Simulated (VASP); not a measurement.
# Al2Ru (I4/mmm) in VASP: further runs

Runs on Al2Ru. Level: PBEsol. Tasks: single point, relaxation of cell and atoms.

Everything below comes from runs of VASP 6.6.1. Logs are shortened: lines on timing, memory, paths and dates and some standing lists are left out, and cuts for length are marked.

### 1 The cell of the first run

The structure is tetragonal, space group I4/mmm (No. 139). Conventional cell: a = 3.121 Å, b = 3.121 Å, c = 8.423 Å, α = 90.00°, β = 90.00°, γ = 90.00°. Within 3.4 Å of Al (site symmetry 4mm) lie 5 Ru at 2.58 to 2.87 Å and 9 Al at 2.68 to 3.12 Å. Within 3.4 Å of Ru (site symmetry 4/mmm) lie 10 Al at 2.58 to 2.87 Å and 4 Ru at 3.12 Å.

### 2 Single point, PBEsol

Contents of INCAR:

```
ALGO = Fast ; EDIFF = 1E-6
ENCUT = 520 ; GGA = PS
ISIF = 2 ; ISMEAR = 0
LASPH = T ; LCHARG = F
LREAL = F ; LWAVE = F
NBANDS = 17 ; NELM = 80
PREC = Accurate ; SIGMA = 0.1
```

Contents of KPOINTS:

```
k-points
0
Gamma
  18 18 18
```

Contents of POSCAR:

```
Al2Ru
1.0
   -1.5606198279      1.5606198279      4.2115691605
    1.5606198279     -1.5606198279      4.2115691605
    1.5606198279      1.5606198279     -4.2115691605
Al Ru
2 1
Direct
    0.6590729545      0.6590729545      0.0000000000
    0.3409270455      0.3409270455      0.0000000000
    0.0000000000      0.0000000000      0.0000000000
```

Potentials or basis: VASP PAW PBE potentials, release 64 (Al, Ru_pv).

On the command line:

```bash
cat potpaw_PBE.64/Al/POTCAR potpaw_PBE.64/Ru_pv/POTCAR > POTCAR
mpirun -np 1 vasp_std > vasp.out
```

OUTCAR:

```text
EDIFF = 1E-6
   ENCUT = 520
   GGA = PS
   ISIF = 2
   ISMEAR = 0
   LASPH = T
   LREAL = F
   NELM = 80
   PREC = Accurate

 ion  position               nearest neighbor table
   1  0.659  0.659  0.000-   3 2.58   3 2.58   3 2.58   3 2.58   2 2.68   2 2.69   2 2.69   2 2.69
                             2 2.69   3 2.87
   2  0.341  0.341  0.000-   3 2.58   3 2.58   3 2.58   3 2.58   1 2.68   1 2.69   1 2.69   1 2.69
                             1 2.69   3 2.87
   3  0.000  0.000  0.000-   1 2.58   1 2.58   1 2.58   2 2.58   1 2.58   2 2.58   2 2.58   2 2.58
                             1 2.87   2 2.87

  LATTYP: Found a body centered tetragonal cell.
 ALAT       =     3.1212396558
 C/A-ratio  =     2.6986515775

  Lattice vectors:

 A1 = (  -1.5606198279,   1.5606198279,   4.2115691605)
 A2 = (   1.5606198279,  -1.5606198279,   4.2115691605)
 A3 = (   1.5606198279,   1.5606198279,  -4.2115691605)

Analysis of symmetry for initial positions (statically):
=====================================================================
 Subroutine PRICEL returns:
 Original cell was already a primitive cell.

 Routine SETGRP: Setting up the symmetry group for a
 body centered tetragonal supercell.

 Subroutine GETGRP returns: Found 16 space group operations
 (whereof 16 operations were pure point group operations)
 out of a pool of 16 trial point group operations.

The static configuration has the point symmetry D_4h.

Analysis of symmetry for dynamics (positions and initial velocities):
=====================================================================
 Subroutine PRICEL returns:
 Original cell was already a primitive cell.

 Routine SETGRP: Setting up the symmetry group for a
 body centered tetragonal supercell.

 Subroutine GETGRP returns: Found 16 space group operations
 (whereof 16 operations were pure point group operations)
 out of a pool of 16 trial point group operations.

The dynamic configuration has the point symmetry D_4h.

 Subroutine INISYM returns: Found 16 space group operations
 (whereof 16 operations are pure point group operations),
 and found     1 'primitive' translations

----------------------------------------------------------------------------------------

                                     Primitive cell

  volume of cell :      41.0297

  direct lattice vectors                    reciprocal lattice vectors
    -1.560619828  1.560619828  4.211569160     0.000000000  0.320385523  0.118720596
     1.560619828 -1.560619828  4.211569160     0.320385523  0.000000000  0.118720596
     1.560619828  1.560619828 -4.211569160     0.320385523  0.320385523  0.000000000

  length of vectors
     4.754827367  4.754827367  4.754827367     0.341674499  0.341674499  0.453093552

  position of ions in fractional coordinates (direct lattice)
     0.659072954  0.659072954  0.000000000
     0.340927046  0.340927046  0.000000000
     0.000000000  0.000000000  0.000000000

  ion indices of the primitive-cell ions
   primitive index   ion index
                 1           1
                 2           2
                 3           3

----------------------------------------------------------------------------------------

 KPOINTS: k-points

Automatic generation of k-mesh.
 Grid dimensions read from file:
 generate k-points for:   18   18   18

 Generating k-lattice:

  Cartesian coordinates                     Fractional coordinates (reciprocal lattice)
     0.000000000  0.017799196  0.006595589     0.055555556 -0.000000000  0.000000000
     0.017799196  0.000000000  0.006595589    -0.000000000  0.055555556  0.000000000
     0.017799196  0.017799196  0.000000000     0.000000000  0.000000000  0.055555556

  Length of vectors
     0.018981917  0.018981917  0.025171864

  Shift w.r.t. Gamma in fractional coordinates (k-lattice)
     0.000000000  0.000000000  0.000000000

 Subroutine IBZKPT returns following result:
 ===========================================

 Found    480 irreducible k-points:

 Following reciprocal coordinates:
            Coordinates               Weight
  0.000000  0.000000  0.000000      1.000000
  0.055556  0.000000 -0.000000      8.000000
  0.111111  0.000000 -0.000000      8.000000
  0.166667  0.000000  0.000000      8.000000
  0.222222  0.000000  0.000000      8.000000
  0.277778  0.000000  0.000000      8.000000
[... 16 lines left out ...]
 -0.277778  0.055556 -0.000000     16.000000
 -0.222222  0.055556  0.000000     16.000000
 [... further k-points ...]
   k-points           NKPTS =    480   k-points in BZ     NKDIM =    480   number of bands    NBANDS=     17
   number of dos      NEDOS =    301   number of ions     NIONS =      3
   total plane-waves  NPLWV =  46656
   dimension x,y,z NGX =    36 NGY =   36 NGZ =   36
   dimension x,y,z NGXF=    72 NGYF=   72 NGZF=   72
   ions per type =               2   1
   NGX,Y,Z   is equivalent  to a cutoff of  12.59, 12.59, 12.59 a.u.
   NGXF,Y,Z  is equivalent  to a cutoff of  25.17, 25.17, 25.17 a.u.
 SYSTEM =  unknown system
   PREC   = accura    normal or accurate (medium, high low for compatibility)
   ISTART =      0    job   : 0-new  1-cont  2-samecut
   ICHARG =      2    charge: 1-file 2-atom 10-const
   ISPIN  =      1    spin polarized calculation?
   LNONCOLLINEAR =      F non collinear calculations
   LSORBIT =      F    spin-orbit coupling
   LASPH  =      T    aspherical Exc in radial PAW
   ENCUT  =  520.0 eV  38.22 Ry    6.18 a.u.   8.84  8.84  8.84*2*pi/ulx,y,z
   NELM   =     80;   NELMIN=  2; NELMDL= -5     # of ELM steps
   EDIFF  = 0.1E-05   stopping-criterion for ELM
   LREAL  =      F    real-space projection
   EDIFFG = 0.1E-04   stopping-criterion for IOM
   NSW    =      0    number of steps for IOM
   IBRION =     -1    ionic relax: 0-MD 1-quasi-New 2-CG
   NFREE  =      0    steps in history (QN), initial steepest desc. (CG)
   ISIF   =      2    stress and relaxation
   ISYM   =      2    0-nonsym 1-usesym 2-fastsym
   POTIM  = 0.5000    time-step for ionic-motion
   TEBEG  =    0.0;   TEEND  =   0.0 temperature during run
   PSTRESS=    0.0 pullay stress
   NELECT =      20.0000    total number of electrons
   NUPDOWN=      -1.0000    fix difference up-down
   EMIN   =  10.00;   EMAX   =-10.00  energy-range for DOS
   EFERMI =   0.00;   METHOD = LEGACY
   ISMEAR =     0;   SIGMA  =   0.10  broadening in eV -4-tet -1-fermi 0-gaus
   EFERMI_NEDOS =   21; number of points for ismear=-14 and -15
   IALGO  =     68    algorithm
   IMIX   =      4    mixing-type and parameters
     AMIX     =   0.40;   BMIX     =  1.00
     AMIX_MAG =   1.60;   BMIX_MAG =  1.00
  volume/ion in A,a.u.               =      13.68        92.29
  Fermi-wavevector in a.u.,A,eV,Ry     =   1.288404  2.434731 22.585470  1.659985
  Thomas-Fermi vector in A             =   2.420360
   LORBIT       =      0    0 simple, 1 ext, 2 COOP (PROOUT), +10 PAW based schemes
   GGA     = PS    functional components
   LHFCALC =     F    Hartree Fock is set to
   AEXX    =    0.0000 exact exchange contribution
   IVDW    =     0    specifies the selected vdW correction
   LEPSILON=     F    determine dielectric tensor
   LRPA    =     F    only Hartree local field effects (RPA)
 non-spin polarized calculation
 RMM-DIIS sequential band-by-band and
 Gauss-broadening in eV      SIGMA  =   0.10
  energy-cutoff  :      520.00
  volume of cell :       41.03
 maximum number of plane-waves:      1122
   NGX = 17   NGY = 17   NGZ = 17

 number of electron      19.9999999 magnetization

 Free energy of the ion-electron system (eV)
  ---------------------------------------------------
  ext. energy  EPLUGINS =         0.00000000
  ---------------------------------------------------
  free energy    TOTEN  =       -20.32943732 eV

  energy without entropy =      -20.32811296  energy(sigma->0) =      -20.32877514

 E-fermi :  10.5604     XC(G=0): -12.0316

 val. band max:       10.5559453964   @ k =  -0.2778   0.1667   0.0556
 cond. band min:      10.5651558177   @ k =  -0.2778   0.2222   0.0000
 fundamental gap:      0.0092104213
 Fermi energy:        10.5604141470

 k-point     1 :       0.0000    0.0000    0.0000
  band No.  band energies     occupation
      1     -32.0321      2.00000
      2     -32.0321      2.00000
      3     -31.9462      2.00000
      4      -0.3833      2.00000
      5       5.1096      2.00000
      6       6.7065      2.00000
[... 9 lines left out ...]
     16      16.8035      0.00000
     17      18.2921      0.00000

 k-point     2 :       0.0556    0.0000   -0.0000
  band No.  band energies     occupation
      1     -32.0362      2.00000
      2     -32.0318      2.00000
      3     -31.9459      2.00000
      4      -0.3252      2.00000
      5       5.1363      2.00000
      6       6.7271      2.00000
[... 9 lines left out ...]
     16      17.0742      0.00000
     17      18.8243      0.00000

 k-point     3 :       0.1111    0.0000   -0.0000
  band No.  band energies     occupation
      1     -32.0479      2.00000
      2     -32.0308      2.00000
      3     -31.9447      2.00000
      4      -0.1519      2.00000
      5       5.2115      2.00000
      6       6.7824      2.00000
[... 9 lines left out ...]
     16      17.5769      0.00000
     17      19.9155      0.00000

 k-point     4 :       0.1667    0.0000    0.0000
  band No.  band energies     occupation
      1     -32.0658      2.00000
      2     -32.0292      2.00000
      3     -31.9431      2.00000
      4       0.1331      2.00000
      5       5.3188      2.00000
      6       6.8399      2.00000
[... 9 lines left out ...]
     16      18.2463      0.00000
     17      21.1148      0.00000
[... 343 lines left out ...]
      1     -32.1321      2.00000
      2     -32.0273      2.00000
      3     -31.9362      2.00000
      4       1.5687      2.00000
      5       5.4289      2.00000
      6       6.4132      2.00000
[... 9 lines left out ...]
     16      19.8322      0.00000
     17      20.4738      0.00000

 k-point    23 :      -0.2778    0.0556   -0.0000
  band No.  band energies     occupation
      1     -32.1104      2.00000
      2     -32.0293      2.00000
      3     -31.9382      2.00000
      4       1.0031      2.00000
      5       5.6294      2.00000
      6       6.5161      2.00000
[... 9 lines left out ...]
     16      19.2929      0.00000
     17      20.9041      0.00000

 k-point    24 :      -0.2222    0.0556    0.0000
  band No.  band energies     occupation
      1     -32.0872      2.00000
      2     -32.0313      2.00000
      3     -31.9405      2.00000
      4       0.5262      2.00000
      5       5.5929      2.00000
      6       6.7690      2.00000
[... 9 lines left out ...]
     16      18.7730      0.00000
     17      21.5067      0.00000

 [... further k-points ...]

------------------------ aborting loop because EDIFF is reached ----------------------------------------

  FORCE on cell =-STRESS in cart. coord.  units (eV):
  Direction    XX          YY          ZZ          XY          YZ          ZX
  --------------------------------------------------------------------------------------
  -------------------------------------------------------------------------------------
  Total        0.0214328      0.0214328      0.0267506      0.0000000      0.0000000     -0.0000000
  in kB        0.8369359      0.8369359      1.0445913      0.0000000      0.0000000     -0.0000000
  external PRESSURE =       0.9061543 kB  Pullay stress =       0.0000000 kB

 VOLUME and BASIS-vectors are now :
 -----------------------------------------------------------------------------
  energy-cutoff  :      520.00
  volume of cell :       41.03
      direct lattice vectors                 reciprocal lattice vectors
    -1.560619828  1.560619828  4.211569160     0.000000000  0.320385523  0.118720596
     1.560619828 -1.560619828  4.211569160     0.320385523  0.000000000  0.118720596
     1.560619828  1.560619828 -4.211569160     0.320385523  0.320385523  0.000000000

 POSITION                                       TOTAL-FORCE (eV/Angst)
 -----------------------------------------------------------------------------------
      0.00000      0.00000      5.55146        -0.000000     -0.000000      0.003032
      0.00000      0.00000      2.87168        -0.000000     -0.000000     -0.003032
      0.00000      0.00000      0.00000         0.000000      0.000000     -0.000000
 -----------------------------------------------------------------------------------
    total drift:                                0.000000      0.000000     -0.000000

  FREE ENERGIE OF THE ION-ELECTRON SYSTEM (eV)
  ---------------------------------------------------
  free  energy   TOTEN  =       -20.3294373230 eV

  energy  without entropy=      -20.3281129645  energy(sigma->0) =      -20.32877514
```

It took 7.3 min on 1 thread of Intel Xeon Platinum 8259CL at 2.50GHz (Skylake/Cascade Lake), shared host; peak memory 0.46 GiB.

What came out:

- Free energy: -20.3294 eV
- Pressure: 0.1 GPa
- Largest force: 0.003 eV/Å
- Band gap on the k mesh: zero (bands 10 and 11 overlap by 0.18 eV)

Forces on the atoms (eV/Å):
```
Al   0.000  0.000  0.003
Al   0.000  0.000 -0.003
Ru   0.000  0.000  0.000
```

Caveat: the PAW data sets were made with another functional, which shifts forces and pressure a little.

(Continued in part 2 of 2.)

The gap in the log of VASP goes by the Fermi energy; the results here count the filled bands.